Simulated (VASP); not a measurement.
A run of VASP 6.6.1 is set up as follows.

Contents of INCAR:

```
PREC = Accurate
ENCUT = 600
EDIFF = 1E-7
ISMEAR = 0
SIGMA = 0.1
LREAL = F
LASPH = T
NELM = 60
ALGO = Fast
ISIF = 3
LWAVE = F
LCHARG = F
GGA = PE
IBRION = 2
NSW = 90
EDIFFG = -0.04
```

The input KPOINTS:

```
regular mesh
0
Gamma
  3 3 4
```

Contents of POSCAR:

```
Nb3Cd
1.0
    5.9298958827      0.0000000000      0.0000000000
   -2.9649479414      5.1354404763      0.0000000000
    0.0000000000      0.0000000000      4.7596563833
Nb Cd
6 2
Direct
    0.8330000000      0.6660000000      0.2500000000
    0.1670000000      0.8330000000      0.7500000000
    0.3340000000      0.1670000000      0.2500000000
    0.1670000000      0.3340000000      0.7500000000
    0.8330000000      0.1670000000      0.2500000000
    0.6660000000      0.8330000000      0.7500000000
    0.3333333333      0.6666666667      0.2500000000
    0.6666666667      0.3333333333      0.7500000000
```

Potentials or basis: VASP PAW PBE potentials, release 64 (Nb_sv, Cd).

Run with:

```bash
$ cat potpaw_PBE.64/Nb_sv/POTCAR potpaw_PBE.64/Cd/POTCAR > POTCAR
$ mpirun -np 1 vasp_std > vasp.out
```

(1) Predict the space group after relaxing (to 0.1 Å).

(2) What does it give for the relaxed cell?

## Answers

(1) P6_3/mmc (No. 194).

(2) a = 5.972 Å, b = 5.972 Å, c = 4.851 Å, α = 90.00°, β = 90.00°, γ = 120.00°.
